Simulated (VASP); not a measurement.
# SrO (pbe) (I4/mmm) in VASP: notebook, part 2 of 2

VASP 6.6.1. The steps go on from the part before.

**3. Single point, PBE**

Contents of INCAR:

```
SYSTEM = SrO
PREC = Accurate
ENCUT = 600
EDIFF = 1E-6
ISMEAR = 0
SIGMA = 0.01
LREAL = .FALSE.
LASPH = .TRUE.
NELM = 120
ALGO = Normal
ISIF = 2
LWAVE = .FALSE.
LCHARG = .FALSE.
GGA = PE
NBANDS = 15
GGA_COMPAT = .FALSE.
```

Contents of KPOINTS:

```
regular mesh
0
G
  6 6 6
  0 0 0
```

Contents of POSCAR:

```
SrO
1.0
    0.0000000000      2.5716301319      2.6131918310
    2.5716301319      0.0000000000      2.6131918310
    2.5716301319      2.5716301319      0.0000000000
Sr O
1 1
Direct
    0.0000000000      0.0000000000      0.0000000000
    0.5000000000      0.5000000000      0.5000000000
```

Potentials or basis: VASP PAW PBE potentials, release 64 (Sr_sv, O).

Command:

```bash
$ cat potpaw_PBE.64/Sr_sv/POTCAR potpaw_PBE.64/O/POTCAR > POTCAR
$ mpirun -np 1 vasp_std > vasp.out
```

OUTCAR:

```text
SYSTEM = SrO
   PREC = Accurate
   ENCUT = 600
   EDIFF = 1E-6
   ISMEAR = 0
   LREAL = .FALSE.
   LASPH = .TRUE.
   NELM = 120
   ISIF = 2
   GGA = PE

 ion  position               nearest neighbor table
   1  0.000  0.000  0.000-   2 2.57   2 2.57   2 2.57   2 2.57   2 2.61   2 2.61
   2  0.500  0.500  0.500-   1 2.57   1 2.57   1 2.57   1 2.57   1 2.61   1 2.61

  LATTYP: Found a body centered tetragonal cell.
 ALAT       =     3.6368342099
 C/A-ratio  =     1.4370695391

  Lattice vectors:

 A1 = (  -2.5716301319,   0.0000000000,   2.6131918310)
 A2 = (   2.5716301319,   0.0000000000,   2.6131918310)
 A3 = (   0.0000000000,   2.5716301319,  -2.6131918310)

Analysis of symmetry for initial positions (statically):
=====================================================================
 Subroutine PRICEL returns:
 Original cell was already a primitive cell.

 Routine SETGRP: Setting up the symmetry group for a
 body centered tetragonal supercell.

 Subroutine GETGRP returns: Found 16 space group operations
 (whereof 16 operations were pure point group operations)
 out of a pool of 16 trial point group operations.

The static configuration has the point symmetry D_4h.

Analysis of symmetry for dynamics (positions and initial velocities):
=====================================================================
 Subroutine PRICEL returns:
 Original cell was already a primitive cell.

 Routine SETGRP: Setting up the symmetry group for a
 body centered tetragonal supercell.

 Subroutine GETGRP returns: Found 16 space group operations
 (whereof 16 operations were pure point group operations)
 out of a pool of 16 trial point group operations.

The dynamic configuration has the point symmetry D_4h.

 Subroutine INISYM returns: Found 16 space group operations
 (whereof 16 operations are pure point group operations),
 and found     1 'primitive' translations

----------------------------------------------------------------------------------------

                                     Primitive cell

  volume of cell :      34.5635

  direct lattice vectors                    reciprocal lattice vectors
     0.000000000  2.571630132  2.613191831    -0.194429204  0.194429204  0.191336891
     2.571630132  0.000000000  2.613191831     0.194429204 -0.194429204  0.191336891
     2.571630132  2.571630132  0.000000000     0.194429204  0.194429204 -0.191336891

  length of vectors
     3.666340557  3.666340557  3.636834210     0.334985428  0.334985428  0.334985428

  position of ions in fractional coordinates (direct lattice)
     0.000000000  0.000000000  0.000000000
     0.500000000  0.500000000  0.500000000

  ion indices of the primitive-cell ions
   primitive index   ion index
                 1           1
                 2           2

----------------------------------------------------------------------------------------

 KPOINTS: regular mesh

Automatic generation of k-mesh.
 Grid dimensions read from file:
 generate k-points for:    6    6    6

 Generating k-lattice:

  Cartesian coordinates                     Fractional coordinates (reciprocal lattice)
    -0.032404867  0.032404867  0.031889482     0.166666667 -0.000000000  0.000000000
     0.032404867 -0.032404867  0.031889482    -0.000000000  0.166666667  0.000000000
[... 41 lines left out ...]
   number of dos      NEDOS =    301   number of ions     NIONS =      2
   total plane-waves  NPLWV =  27000
   dimension x,y,z NGX =    30 NGY =   30 NGZ =   30
   dimension x,y,z NGXF=    60 NGYF=   60 NGZF=   60
   ions per type =               1   1
   NGX,Y,Z   is equivalent  to a cutoff of  13.60, 13.60, 13.71 a.u.
   NGXF,Y,Z  is equivalent  to a cutoff of  27.21, 27.21, 27.43 a.u.
 SYSTEM =  SrO
   PREC   = accura    normal or accurate (medium, high low for compatibility)
   ISTART =      0    job   : 0-new  1-cont  2-samecut
   ICHARG =      2    charge: 1-file 2-atom 10-const
   ISPIN  =      1    spin polarized calculation?
   LNONCOLLINEAR =      F non collinear calculations
   LSORBIT =      F    spin-orbit coupling
   LASPH  =      T    aspherical Exc in radial PAW
   ENCUT  =  600.0 eV  44.10 Ry    6.64 a.u.   7.32  7.32  7.26*2*pi/ulx,y,z
   NELM   =    120;   NELMIN=  2; NELMDL= -5     # of ELM steps
   EDIFF  = 0.1E-05   stopping-criterion for ELM
   LREAL  =      F    real-space projection
   EDIFFG = 0.1E-04   stopping-criterion for IOM
   NSW    =      0    number of steps for IOM
   IBRION =     -1    ionic relax: 0-MD 1-quasi-New 2-CG
   NFREE  =      0    steps in history (QN), initial steepest desc. (CG)
   ISIF   =      2    stress and relaxation
   ISYM   =      2    0-nonsym 1-usesym 2-fastsym
   POTIM  = 0.5000    time-step for ionic-motion
   TEBEG  =    0.0;   TEEND  =   0.0 temperature during run
   PSTRESS=    0.0 pullay stress
   NELECT =      16.0000    total number of electrons
   NUPDOWN=      -1.0000    fix difference up-down
   EMIN   =  10.00;   EMAX   =-10.00  energy-range for DOS
   EFERMI =   0.00;   METHOD = LEGACY
   ISMEAR =     0;   SIGMA  =   0.01  broadening in eV -4-tet -1-fermi 0-gaus
   EFERMI_NEDOS =   21; number of points for ismear=-14 and -15
   IALGO  =     38    algorithm
   IMIX   =      4    mixing-type and parameters
     AMIX     =   0.40;   BMIX     =  1.00
     AMIX_MAG =   1.60;   BMIX_MAG =  1.00
  volume/ion in A,a.u.               =      17.28       116.62
  Fermi-wavevector in a.u.,A,eV,Ry     =   1.266413  2.393174 21.821053  1.603802
  Thomas-Fermi vector in A             =   2.399615
   LORBIT       =      0    0 simple, 1 ext, 2 COOP (PROOUT), +10 PAW based schemes
   GGA     = PE    functional components
   LHFCALC =     F    Hartree Fock is set to
   AEXX    =    0.0000 exact exchange contribution
   IVDW    =     0    specifies the selected vdW correction
   LEPSILON=     F    determine dielectric tensor
   LRPA    =     F    only Hartree local field effects (RPA)
 non-spin polarized calculation
 Gauss-broadening in eV      SIGMA  =   0.01
  energy-cutoff  :      600.00
  volume of cell :       34.56
 maximum number of plane-waves:      1179
 NGX is ok and might be reduce to    30
   NGX = 15   NGY = 15   NGZ = 15

 number of electron      15.9999999 magnetization

 Free energy of the ion-electron system (eV)
  ---------------------------------------------------
  ext. energy  EPLUGINS =         0.00000000
  ---------------------------------------------------
  free energy    TOTEN  =       -12.05012801 eV

  energy without entropy =      -12.05012801  energy(sigma->0) =      -12.05012801

 E-fermi :   1.6796     XC(G=0):  -9.9467

 val. band max:        1.6018244600   @ k =   0.0000   0.0000   0.0000
 cond. band min:       4.8412301205   @ k =   0.5000   0.0000   0.5000
 fundamental gap:      3.2394056605
 Fermi energy:         1.6795864405

 k-point     1 :       0.0000    0.0000    0.0000
  band No.  band energies     occupation
      1     -30.8627      2.00000
      2     -13.4856      2.00000
      3     -12.5268      2.00000
      4     -12.5134      2.00000
      5     -12.5134      2.00000
      6       1.5490      2.00000
      7       1.6018      2.00000
      8       1.6018      2.00000
      9       5.4428      0.00000
     10       7.6801      0.00000
     11       7.7996      0.00000
     12       7.7996      0.00000
     13       9.7918      0.00000
     14       9.9939      0.00000
[... 401 lines left out ...]
      2     -14.1674      2.00000
      3     -13.0953      2.00000
      4     -12.8092      2.00000
      5     -12.2947      2.00000
      6       0.8265      2.00000
      7       1.0735      2.00000
      8       1.2223      2.00000
      9       5.6726      0.00000
     10       9.3604      0.00000
     11      10.5498      0.00000
     12      11.6193      0.00000
     13      12.2153      0.00000
     14      13.7515      0.00000
     15      15.1890      0.00000

 [... further k-points ...]

------------------------ aborting loop because EDIFF is reached ----------------------------------------

  FORCE on cell =-STRESS in cart. coord.  units (eV):
  Direction    XX          YY          ZZ          XY          YZ          ZX
  --------------------------------------------------------------------------------------
  -------------------------------------------------------------------------------------
  Total        0.5180417      0.5180417      0.0816522      0.0000000     -0.0000000     -0.0000000
  in kB       24.0135846     24.0135846      3.7849507      0.0000000     -0.0000000     -0.0000000
  external PRESSURE =      17.2707066 kB  Pullay stress =       0.0000000 kB

 VOLUME and BASIS-vectors are now :
 -----------------------------------------------------------------------------
  energy-cutoff  :      600.00
  volume of cell :       34.56
      direct lattice vectors                 reciprocal lattice vectors
     0.000000000  2.571630132  2.613191831    -0.194429204  0.194429204  0.191336891
     2.571630132  0.000000000  2.613191831     0.194429204 -0.194429204  0.191336891
     2.571630132  2.571630132  0.000000000     0.194429204  0.194429204 -0.191336891

 POSITION                                       TOTAL-FORCE (eV/Angst)
 -----------------------------------------------------------------------------------
      0.00000      0.00000      0.00000        -0.000000     -0.000000      0.000000
      2.57163      2.57163      2.61319         0.000000      0.000000     -0.000000
 -----------------------------------------------------------------------------------
    total drift:                                0.000000      0.000000      0.000000

  FREE ENERGIE OF THE ION-ELECTRON SYSTEM (eV)
  ---------------------------------------------------
  free  energy   TOTEN  =       -12.0501280099 eV

  energy  without entropy=      -12.0501280099  energy(sigma->0) =      -12.05012801
```

OSZICAR:

```text
N       E                     dE             d eps       ncg     rms          rms(c)
DAV:   1     0.744036109722E+02    0.74404E+02   -0.90891E+03   900   0.115E+03
DAV:   2    -0.107559696393E+02   -0.85160E+02   -0.77758E+02  1209   0.231E+02
DAV:   3    -0.141504799622E+02   -0.33945E+01   -0.33711E+01  1222   0.417E+01
DAV:   4    -0.142489573836E+02   -0.98477E-01   -0.98471E-01  1081   0.649E+00
DAV:   5    -0.142512822562E+02   -0.23249E-02   -0.23249E-02  1186   0.773E-01    0.160E+01
DAV:   6    -0.122046230452E+02    0.20467E+01   -0.67556E+00   921   0.194E+01    0.188E+01
DAV:   7    -0.120595680882E+02    0.14505E+00   -0.31066E-01  1047   0.493E+00    0.109E+01
DAV:   8    -0.120481937875E+02    0.11374E-01   -0.12122E-01  1187   0.349E+00    0.416E-01
DAV:   9    -0.120495052507E+02   -0.13115E-02   -0.59421E-03  1091   0.490E-01    0.235E-01
DAV:  10    -0.120499623548E+02   -0.45710E-03   -0.45650E-04   970   0.203E-01    0.879E-02
DAV:  11    -0.120501093112E+02   -0.14696E-03   -0.14915E-04   963   0.912E-02    0.278E-02
DAV:  12    -0.120501279953E+02   -0.18684E-04   -0.28472E-05   956   0.395E-02    0.249E-02
DAV:  13    -0.120501280099E+02   -0.14555E-07   -0.16720E-06  1025   0.113E-02
   1 F= -.12050128E+02 E0= -.12050128E+02  d E =-.286087E-30
```

It took 20 s on 1 thread of Intel Xeon Platinum 8375C at 2.90GHz (Ice Lake), shared host; peak memory 0.18 GiB.

Results:

```
Free energy            : -12.0501 eV
Pressure               : 1.7 GPa
Band gap on the k mesh : 3.24 eV, indirect (least direct gap 3.33 eV)
```

Stress tensor (GPa, compression positive):
```
2.40 0.00 0.00
0.00 2.40 0.00
0.00 0.00 0.38
```

A k mesh can miss the band edges.

**4. Single point, PBE**

Contents of INCAR:

```
PREC = Accurate
ENCUT = 600
EDIFF = 1E-6
ISMEAR = 0
SIGMA = 0.01
LREAL = False
LASPH = True
NELM = 120
ALGO = Normal
ISIF = 2
LWAVE = False
LCHARG = False
GGA = PE
NBANDS = 15
GGA_COMPAT = False
```

Contents of KPOINTS:

```
Automatic mesh
0
Gamma
  6 6 6
```

POSCAR is that of step 3.

Command:

```bash
$ cat potpaw_PBE.64/Sr_sv/POTCAR potpaw_PBE.64/O/POTCAR > POTCAR
$ mpirun -np 1 vasp_std > vasp.out
```

Run time: 19 s. Hardware: 1 thread of Intel Xeon Platinum 8375C at 2.90GHz (Ice Lake), shared host; peak memory 0.18 GiB.

It converged, with:

* Free energy: -12.0501 eV
* Pressure: 1.7 GPa
* Band gap on the k mesh: 3.24 eV, indirect (least direct gap 3.33 eV)

Stress tensor (GPa, compression positive):
```
2.40 0.00 0.00
0.00 2.40 0.00
0.00 0.00 0.38
```

Levels at points of the mesh, in eV from the valence-band top:
```tsv
k point	band 4	band 5	band 6	band 7	band 8	band 9	band 10	band 11	band 12	band 13
(0.00, 0.00, 0.00)	-14.12	-14.12	-0.05	0.00	0.00	3.84	6.08	6.20	6.20	8.19
(0.50, 0.00, 0.00)	-14.18	-12.93	-2.16	-1.13	-1.12	6.46	8.30	8.72	8.75	11.65
(0.50, 0.50, 0.00)	-14.45	-14.45	-0.54	-0.10	-0.10	3.30	7.66	10.06	10.17	10.93
(0.50, 0.00, 0.50)	-14.49	-14.47	-0.45	-0.16	-0.09	3.24	7.66	10.05	10.24	10.84
```

**5. Relaxation of the atoms, PBE (strained cell)**

Contents of INCAR:

```
ALGO = Normal ; EDIFF = 1E-7
EDIFFG = -0.002 ; ENCUT = 520
GGA = PE ; GGA_COMPAT = F
IBRION = 2 ; ISIF = 2
ISMEAR = 0 ; LASPH = T
LCHARG = F ; LREAL = F
LWAVE = F ; NELM = 120
NELMIN = 4 ; NSW = 60
PREC = Accurate ; SIGMA = 0.02
```

Contents of KPOINTS:

```
k-points
0
Gamma
  6 6 6
```

POSCAR is that of step 4.

Command:

```bash
$ cat potpaw_PBE.64/Sr_sv/POTCAR potpaw_PBE.64/O/POTCAR > POTCAR
$ mpirun -np 1 vasp_std > vasp.out
```

It took 13 s on 1 thread of Intel Xeon Platinum 8375C at 2.90GHz (Ice Lake), shared host; peak memory 0.16 GiB.

The run converged. Its results:

- Free energy: -12.0485 eV
- Pressure after relaxing: 1.8 GPa
- Band gap on the k mesh: 3.24 eV, indirect (least direct gap 3.33 eV)

Stress tensor (GPa, compression positive):
```
2.49 0.00 0.00
0.00 2.49 0.00
0.00 0.00 0.46
```

Final structure:
```yaml
crystal:
  lattice:
    - [0.00000, 2.57163, 2.61319]
    - [2.57163, 0.00000, 2.61319]
    - [2.57163, 2.57163, 0.00000]
  atoms:
    - { symbol: Sr, position: [0.00000, 0.00000, 0.00000] }
    - { symbol: O, position: [0.50000, 0.50000, 0.50000] }
```

Levels at points of the mesh, in eV from the valence-band top:
```tsv
k point	band 5	band 6	band 7	band 8	band 9	band 10	band 11	band 12
(0.00, 0.00, 0.00)	-14.12	-0.05	0.00	0.00	3.84	6.08	6.20	6.20
(0.50, 0.00, 0.00)	-12.93	-2.16	-1.13	-1.12	6.46	8.30	8.72	8.75
(0.50, 0.50, 0.00)	-14.45	-0.54	-0.10	-0.10	3.29	7.66	10.06	10.17
(0.50, 0.00, 0.50)	-14.47	-0.45	-0.16	-0.09	3.24	7.66	10.05	10.23
```

Caveat: the cell differs from its parent crystal (strained cell); the relaxation stopped at its first step, so nothing moved. A k mesh can miss the band edges.

**6. Overview**

| task | cell | cutoff (eV) | smearing | gap on the mesh (eV) | pressure (GPa) |
| --- | --- | --- | --- | --- | --- |
| single point | as given | 600 | gaussian 0.02 eV | 3.24 | 1.7 |
| single point | as given | 600 | gaussian 0.01 eV | 3.24 | 1.7 |
| relaxation of the atoms | atoms relaxed | 520 | gaussian 0.02 eV | 3.24 | 1.8 |

Alike in all rows: level PBE; potentials or basis VASP PAW PBE potentials, release 64 (Sr_sv, O); no spin polarisation; k mesh 6 × 6 × 6.

Caveats: the relaxation stopped at its first step, so nothing moved (some runs).

Total energies depend on the potentials used, so only differences within one code and one set of settings carry meaning.
